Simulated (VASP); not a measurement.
# Al (P-1) in VASP: further runs

The runs below take Al through single point, with PBE+D3(BJ).

All numbers are computed with VASP 6.6.1; they aren't measurements. Logs are shortened: lines on timing, memory, paths and dates and some standing lists are left out, and cuts for length are marked.

## Step 1: The cell of the first run

The typed cell holds 6 atoms: a = 2.804 Å, b = 2.804 Å, c = 14.091 Å, α = 84.93°, β = 85.56°, γ = 60.00°.

## Step 2: Single point, PBE+D3(BJ)

Input file INCAR:

```
PREC     = Accurate       # precision mode
ENCUT    = 520            # plane-wave cutoff, eV
EDIFF    = 1E-6           # SCF threshold, eV
ISMEAR   = 0              # smearing method
SIGMA    = 0.15           # smearing width, eV
LREAL    = F              # projectors in reciprocal space
LASPH    = T              # aspherical terms in the spheres
NELM     = 100            # most SCF steps
ALGO     = Fast           # electronic algorithm
ISIF     = 2              # what is computed and relaxed
LWAVE    = F              # write WAVECAR
LCHARG   = F              # write CHGCAR
GGA      = PE             # functional
IVDW     = 12             # dispersion correction
NBANDS   = 18             # bands
```

Input file KPOINTS:

```
regular mesh
0
Gamma
  18 18 3
```

Input file POSCAR:

```
Al
1.0
   -2.8035700760      0.0000000000      0.0000000000
   -1.4017850380     -2.4279629071      0.0000000000
   -1.0902772518     -0.8093209690     14.0252688885
Al
6
Direct
    0.6481444444      0.6388833333      0.0833500000
    0.5740703704      0.5277722222      0.4166833333
    0.4999962963      0.4166611111      0.7500166667
    0.1296259259      0.0277722222      0.9166833333
    0.2777740741      0.2499944444      0.2500166667
    0.2037000000      0.1388833333      0.5833500000
```

Potentials or basis: VASP PAW PBE potentials, release 64 (Al).

Started as:

```console
cat potpaw_PBE.64/Al/POTCAR > POTCAR
mpirun -np 1 vasp_std > vasp.out
```

OUTCAR:

```text
PREC = Accurate
   ENCUT = 520
   EDIFF = 1E-6
   ISMEAR = 0
   LREAL = F
   LASPH = T
   NELM = 100
   ISIF = 2
   GGA = PE
   IVDW = 12
 IVDW          = 12

 ion  position               nearest neighbor table
   1  0.648  0.639  0.083-   4 2.70   5 2.84   5 2.84   5 2.84   4 2.86   4 3.01
   2  0.574  0.528  0.417-   5 2.84   5 2.84   5 2.84   6 2.84   6 2.84   6 2.84
   3  0.500  0.417  0.750-   4 2.84   4 2.84   4 2.84   6 2.84   6 2.84   6 2.84
   4  0.130  0.028  0.917-   1 2.70   3 2.84   3 2.84   3 2.84   1 2.86   1 3.01
   5  0.278  0.250  0.250-   2 2.84   2 2.84   2 2.84   1 2.84   1 2.84   1 2.84
   6  0.204  0.139  0.583-   3 2.84   2 2.84   3 2.84   2 2.84   2 2.84   3 2.84

  LATTYP: Found a triclinic cell.
 ALAT       =     2.8035700760
 B/A-ratio  =     1.0000000000
 C/A-ratio  =     5.1136997103
 COS(alpha) =     0.0108640629
 COS(beta)  =     0.1846890701
 COS(gamma) =     0.5000000000

  Lattice vectors:

 A1 = (   1.4017850380,  -2.4279629071,   0.0000000000)
 A2 = (  -1.4017850380,  -2.4279629071,   0.0000000000)
 A3 = (   2.4920622898,  -1.6186419381, -14.0252688885)

Analysis of symmetry for initial positions (statically):
=====================================================================
 Subroutine PRICEL returns:
 Original cell was already a primitive cell.

 Routine SETGRP: Setting up the symmetry group for a
 triclinic supercell.

 Subroutine GETGRP returns: Found  2 space group operations
 (whereof  1 operations were pure point group operations)
 out of a pool of  2 trial point group operations.

The static configuration has the point symmetry C_1 .
 The point group associated with its full space group is S_2 .

Analysis of symmetry for dynamics (positions and initial velocities):
=====================================================================
 Subroutine PRICEL returns:
 Original cell was already a primitive cell.

 Routine SETGRP: Setting up the symmetry group for a
 triclinic supercell.

 Subroutine GETGRP returns: Found  2 space group operations
 (whereof  1 operations were pure point group operations)
 out of a pool of  2 trial point group operations.

The dynamic configuration has the point symmetry C_1 .
 The point group associated with its full space group is S_2 .

 Subroutine INISYM returns: Found  2 space group operations
 (whereof  1 operations are pure point group operations),
 and found     1 'primitive' translations

----------------------------------------------------------------------------------------

                                     Primitive cell

  volume of cell :      95.4695

  direct lattice vectors                    reciprocal lattice vectors
    -2.803570076  0.000000000  0.000000000    -0.356688070  0.205933953 -0.015844418
    -1.401785038 -2.427962907  0.000000000     0.000000000 -0.411867907 -0.023766627
    -1.090277252 -0.809320969 14.025268888     0.000000000  0.000000000  0.071299881

  length of vectors
     2.803570076  2.803570076 14.090843563     0.412172559  0.412553057  0.071299881

  position of ions in fractional coordinates (direct lattice)
     0.648144444  0.638883333  0.083350000
     0.574070370  0.527772222  0.416683333
     0.499996296  0.416661111  0.750016667
     0.129625926  0.027772222  0.916683333
     0.277774074  0.249994444  0.250016667
     0.203700000  0.138883333  0.583350000

  ion indices of the primitive-cell ions
   primitive index   ion index
                 1           1
                 2           2
                 3           3
                 4           4
                 5           5
                 6           6

----------------------------------------------------------------------------------------

 KPOINTS: regular mesh

Automatic generation of k-mesh.
 Grid dimensions read from file:
 generate k-points for:   18   18    3

 Generating k-lattice:

  Cartesian coordinates                     Fractional coordinates (reciprocal lattice)
    -0.019816004  0.011440775 -0.000880245     0.055555556  0.000000000  0.000000000
     0.000000000 -0.022881550 -0.001320368     0.000000000  0.055555556  0.000000000
     0.000000000  0.000000000  0.023766627     0.000000000  0.000000000  0.333333333

  Length of vectors
     0.022898475  0.022919614  0.023766627

  Shift w.r.t. Gamma in fractional coordinates (k-lattice)
     0.000000000  0.000000000  0.000000000

 Subroutine IBZKPT returns following result:
 ===========================================

 Found    488 irreducible k-points:

 Following reciprocal coordinates:
            Coordinates               Weight
  0.000000  0.000000  0.000000      1.000000
  0.055556 -0.000000  0.000000      2.000000
  0.111111 -0.000000  0.000000      2.000000
  0.166667 -0.000000 -0.000000      2.000000
  0.222222 -0.000000 -0.000000      2.000000
  0.277778  0.000000 -0.000000      2.000000
[... 16 lines left out ...]
 -0.333333  0.055556 -0.000000      2.000000
 -0.277778  0.055556  0.000000      2.000000
 [... further k-points ...]
   k-points           NKPTS =    488   k-points in BZ     NKDIM =    488   number of bands    NBANDS=     18
   number of dos      NEDOS =    301   number of ions     NIONS =      6
   total plane-waves  NPLWV =  62208
   dimension x,y,z NGX =    24 NGY =   24 NGZ =  108
   dimension x,y,z NGXF=    48 NGYF=   48 NGZF=  216
   ions per type =               6
   NGX,Y,Z   is equivalent  to a cutoff of  14.23, 14.23, 12.74 a.u.
   NGXF,Y,Z  is equivalent  to a cutoff of  28.46, 28.46, 25.48 a.u.
 SYSTEM =  unknown system
   PREC   = accura    normal or accurate (medium, high low for compatibility)
   ISTART =      0    job   : 0-new  1-cont  2-samecut
   ICHARG =      2    charge: 1-file 2-atom 10-const
   ISPIN  =      1    spin polarized calculation?
   LNONCOLLINEAR =      F non collinear calculations
   LSORBIT =      F    spin-orbit coupling
   LASPH  =      T    aspherical Exc in radial PAW
   ENCUT  =  520.0 eV  38.22 Ry    6.18 a.u.   5.21  5.21 26.20*2*pi/ulx,y,z
   NELM   =    100;   NELMIN=  2; NELMDL= -5     # of ELM steps
   EDIFF  = 0.1E-05   stopping-criterion for ELM
   LREAL  =      F    real-space projection
   EDIFFG = 0.1E-04   stopping-criterion for IOM
   NSW    =      0    number of steps for IOM
   IBRION =     -1    ionic relax: 0-MD 1-quasi-New 2-CG
   NFREE  =      0    steps in history (QN), initial steepest desc. (CG)
   ISIF   =      2    stress and relaxation
   ISYM   =      2    0-nonsym 1-usesym 2-fastsym
   POTIM  = 0.5000    time-step for ionic-motion
   TEBEG  =    0.0;   TEEND  =   0.0 temperature during run
   PSTRESS=    0.0 pullay stress
   NELECT =      18.0000    total number of electrons
   NUPDOWN=      -1.0000    fix difference up-down
   EMIN   =  10.00;   EMAX   =-10.00  energy-range for DOS
   EFERMI =   0.00;   METHOD = LEGACY
   ISMEAR =     0;   SIGMA  =   0.15  broadening in eV -4-tet -1-fermi 0-gaus
   EFERMI_NEDOS =   21; number of points for ismear=-14 and -15
   IALGO  =     68    algorithm
   IMIX   =      4    mixing-type and parameters
     AMIX     =   0.40;   BMIX     =  1.00
     AMIX_MAG =   1.60;   BMIX_MAG =  1.00
  volume/ion in A,a.u.               =      15.91       107.38
  Fermi-wavevector in a.u.,A,eV,Ry     =   0.938737  1.773956 11.989833  0.881228
  Thomas-Fermi vector in A             =   2.065979
   LORBIT       =      0    0 simple, 1 ext, 2 COOP (PROOUT), +10 PAW based schemes
   GGA     = PE    functional components
   LHFCALC =     F    Hartree Fock is set to
   AEXX    =    0.0000 exact exchange contribution
   IVDW    =    12    specifies the selected vdW correction
   LEPSILON=     F    determine dielectric tensor
   LRPA    =     F    only Hartree local field effects (RPA)
 non-spin polarized calculation
 RMM-DIIS sequential band-by-band and
 Gauss-broadening in eV      SIGMA  =   0.15
  energy-cutoff  :      520.00
  volume of cell :       95.47
 maximum number of plane-waves:      2595
 NGX is ok and might be reduce to    24
   NGX = 11   NGY = 11   NGZ = 53

 number of electron      18.0000000 magnetization

 Free energy of the ion-electron system (eV)
  ---------------------------------------------------
  ext. energy  EPLUGINS =         0.00000000
  ---------------------------------------------------
  free energy    TOTEN  =       -22.29554500 eV

  energy without entropy =      -22.26961995  energy(sigma->0) =      -22.28258247

 E-fermi :   8.3662     XC(G=0): -10.3291

 val. band max:        8.3649435640   @ k =   0.2222  -0.3333   0.3333
 cond. band min:       8.3674521034   @ k =  -0.2222   0.3333   0.3333
 fundamental gap:      0.0025085394
 Fermi energy:         8.3662251953

 k-point     1 :       0.0000    0.0000    0.0000
  band No.  band energies     occupation
      1      -3.0058      2.00000
      2      -2.2565      2.00000
      3      -2.2542      2.00000
      4      -0.0288      2.00000
      5      -0.0271      2.00000
      6       3.5333      2.00000
[... 10 lines left out ...]
     17      20.0099      0.00000
     18      20.0313      0.00000

 k-point     2 :       0.0556   -0.0000    0.0000
  band No.  band energies     occupation
      1      -2.9282      2.00000
      2      -2.1967      2.00000
      3      -2.1596      2.00000
      4       0.0115      2.00000
      5       0.0845      2.00000
      6       3.5891      2.00000
[... 10 lines left out ...]
     17      19.7587      0.00000
     18      19.8168      0.00000

 k-point     3 :       0.1111   -0.0000    0.0000
  band No.  band energies     occupation
      1      -2.6958      2.00000
      2      -1.9839      2.00000
      3      -1.9100      2.00000
      4       0.2026      2.00000
      5       0.3483      2.00000
      6       3.7698      2.00000
[... 412 lines left out ...]
 k-point    23 :      -0.3333    0.0556   -0.0000
  band No.  band energies     occupation
      1       0.2872      2.00000
      2       0.9377      2.00000
      3       1.1001      2.00000
      4       3.0243      2.00000
      5       3.3400      2.00000
      6       6.2859      2.00000
[... 10 lines left out ...]
     17      13.7821      0.00000
     18      14.3850      0.00000

 k-point    24 :      -0.2778    0.0556    0.0000
  band No.  band energies     occupation
      1      -0.6236      2.00000
      2       0.0499      2.00000
      3       0.1774      2.00000
      4       2.1742      2.00000
      5       2.4243      2.00000
      6       5.6453      2.00000
[... 10 lines left out ...]
     17      14.5755      0.00000
     18      15.3529      0.00000

 [... further k-points ...]

------------------------ aborting loop because EDIFF is reached ----------------------------------------

 Edisp (eV)   -2.09552

 E8    (eV) :    -0.9375

  FORCE on cell =-STRESS in cart. coord.  units (eV):
  Direction    XX          YY          ZZ          XY          YZ          ZX
  --------------------------------------------------------------------------------------
  -------------------------------------------------------------------------------------
  Total       0.30739     0.35542    -0.55780     0.16496     0.12252    -0.54377
  in kB       5.15861     5.96465    -9.36110     2.76843     2.05620    -9.12561
  external pressure =        0.59 kB  Pullay stress =        0.00 kB

 VOLUME and BASIS-vectors are now :
 -----------------------------------------------------------------------------
  energy-cutoff  :      520.00
  volume of cell :       95.47
      direct lattice vectors                 reciprocal lattice vectors
    -2.803570076  0.000000000  0.000000000    -0.356688070  0.205933953 -0.015844418
    -1.401785038 -2.427962907  0.000000000     0.000000000 -0.411867907 -0.023766627
    -1.090277252 -0.809320969 14.025268888     0.000000000  0.000000000  0.071299881

 POSITION                                       TOTAL-FORCE (eV/Angst)
 -----------------------------------------------------------------------------------
     -2.80357     -1.61864      1.16901        -0.173649      0.056255      0.056082
     -2.80357     -1.61864      5.84410        -0.002784      0.001182      0.010779
     -2.80357     -1.61864     10.51919         0.008200      0.005014      0.029749
     -1.40179     -0.80932     12.85673         0.173649     -0.056255     -0.056082
     -1.40179     -0.80932      3.50655        -0.008200     -0.005014     -0.029749
     -1.40179     -0.80932      8.18164         0.002784     -0.001182     -0.010779
 -----------------------------------------------------------------------------------
    total drift:                               -0.000000      0.000000      0.000000

  FREE ENERGIE OF THE ION-ELECTRON SYSTEM (eV)
  ---------------------------------------------------
  free  energy   TOTEN  =       -24.3910601786 eV

  energy  without entropy=      -24.3651351357  energy(sigma->0) =      -24.37809766
```

It took 4.4 min on 1 thread of Intel Xeon 6975P-C (Granite Rapids), shared host; peak memory 0.68 GiB.

Results:

- Free energy: -24.3911 eV
- Pressure: 0.1 GPa
- Largest force: 0.191 eV/Å
- Band gap on the k mesh: zero (band 9 reaches 11.92 eV, above the bottom of band 10 at 6.59 eV)
- Dispersion energy per atom: -0.349 eV

Forces in eV/Å, atoms in the order of the input:
```
Al  -0.174  0.056  0.056
Al  -0.003  0.001  0.011
Al   0.008  0.005  0.030
Al   0.174 -0.056 -0.056
Al  -0.008 -0.005 -0.030
Al   0.003 -0.001 -0.011
```

Caveat: pairwise dispersion overbinds metals, which lowers pressure and volume.

## Step 3: Single point, PBE+D3(BJ)

Input file INCAR:

```
SYSTEM = Al
  ALGO = Fast
  EDIFF = 1E-6
  ENCUT = 520
  GGA = PE
  ISIF = 2
  ISMEAR = 0
  IVDW = 12
  LASPH = .TRUE.
  LCHARG = .FALSE.
  LREAL = .FALSE.
  LWAVE = .FALSE.
  NBANDS = 18
  NELM = 80
  PREC = Accurate
  SIGMA = 0.15
```

Input file KPOINTS:

```
k-points
0
G
  18 18 3
  0 0 0
```

Input file POSCAR:

```
Al
1.0
   -2.8035700760      0.0000000000      0.0000000000
   -1.4017850380     -2.4279629071      0.0000000000
   -0.4672616793     -0.8093209690     14.0252688885
Al
6
Direct
    0.6666666667      0.6388833333      0.0833500000
    0.6666666667      0.5277722222      0.4166833333
    0.6666666667      0.4166611111      0.7500166667
    0.3333333333      0.0277722222      0.9166833333
    0.3333333333      0.2499944444      0.2500166667
    0.3333333333      0.1388833333      0.5833500000
```

Potentials or basis: VASP PAW PBE potentials, release 64 (Al).

Started as:

```console
cat potpaw_PBE.64/Al/POTCAR > POTCAR
mpirun -np 1 vasp_std > vasp.out
```

OUTCAR:

```text
SYSTEM = Al
   EDIFF = 1E-6
   ENCUT = 520
   GGA = PE
   ISIF = 2
   ISMEAR = 0
   IVDW = 12
   LASPH = .TRUE.
   LREAL = .FALSE.
   NELM = 80
   PREC = Accurate
 IVDW          = 12

 ion  position               nearest neighbor table
   1  0.667  0.639  0.083-   4 2.52   5 2.84   5 2.84   5 2.84   4 2.99
   2  0.667  0.528  0.417-   5 2.84   5 2.84   5 2.84   6 2.84   6 2.84   6 2.84
[... 724 lines left out ...]
  --------------------------------------------------------------------------------------
  -------------------------------------------------------------------------------------
  Total       0.35846     0.50678     0.72883    -0.05950     0.81977    -0.71843
  in kB       6.01563     8.50482    12.23125    -0.99861    13.75745   -12.05677
  external pressure =        8.92 kB  Pullay stress =        0.00 kB

 VOLUME and BASIS-vectors are now :
 -----------------------------------------------------------------------------
  energy-cutoff  :      520.00
  volume of cell :       95.47
      direct lattice vectors                 reciprocal lattice vectors
    -2.803570076  0.000000000  0.000000000    -0.356688070  0.205933953  0.000000000
    -1.401785038 -2.427962907  0.000000000     0.000000000 -0.411867907 -0.023766627
    -0.467261679 -0.809320969 14.025268888     0.000000000  0.000000000  0.071299881

 POSITION                                       TOTAL-FORCE (eV/Angst)
 -----------------------------------------------------------------------------------
     -2.80357     -1.61864      1.16901        -0.250250      0.376660      0.622403
     -2.80357     -1.61864      5.84410        -0.004581      0.011116      0.011185
     -2.80357     -1.61864     10.51919         0.013598      0.032547      0.025027
     -1.40179     -0.80932     12.85673         0.250250     -0.376660     -0.622403
     -1.40179     -0.80932      3.50655        -0.013598     -0.032547     -0.025027
     -1.40179     -0.80932      8.18164         0.004581     -0.011116     -0.011185
 -----------------------------------------------------------------------------------
    total drift:                                0.000000      0.000000      0.000000

  FREE ENERGIE OF THE ION-ELECTRON SYSTEM (eV)
  ---------------------------------------------------
  free  energy   TOTEN  =       -24.2191792761 eV

  energy  without entropy=      -24.1922131037  energy(sigma->0) =      -24.20569619
```

It took 4.7 min on 1 thread of Intel Xeon 6975P-C (Granite Rapids), shared host; peak memory 0.68 GiB.

What came out:

| Property | Result |
| --- | --- |
| Free energy | -24.2192 eV |
| Pressure | 0.9 GPa |
| Largest force | 0.769 eV/Å |
| Band gap on the k mesh | zero (band 9 reaches 11.77 eV, above the bottom of band 10 at 6.13 eV) |
| Dispersion energy per atom | -0.349 eV |

Forces in eV/Å, atoms in the order of the input:
```
Al  -0.250  0.377  0.622
Al  -0.005  0.011  0.011
Al   0.014  0.033  0.025
Al   0.250 -0.377 -0.622
Al  -0.014 -0.033 -0.025
Al   0.005 -0.011 -0.011
```

Levels at points of the mesh, in eV from the Fermi level:
```csv
k point,band 5,band 6,band 7,band 8,band 9,band 10,band 11,band 12,band 13,band 14
"(0.00, 0.00, 0.00)",-8.40,-4.85,-4.68,0.17,0.20,6.22,6.32,11.27,11.33,11.44
"(0.50, 0.00, 0.00)",-4.54,-4.51,-2.34,-2.32,-2.26,-2.25,0.55,1.01,1.44,1.74
"(0.00, 0.50, 0.00)",-4.39,-4.25,-2.95,-2.59,-2.01,-1.57,0.25,0.68,1.81,2.12
"(0.50, 0.50, 0.00)",-4.40,-4.18,-3.08,-2.53,-1.90,-1.74,0.06,0.99,1.50,2.28
```

Caveat: pairwise dispersion overbinds metals, which lowers pressure and volume.

(Part 1 of 2 ends here.)
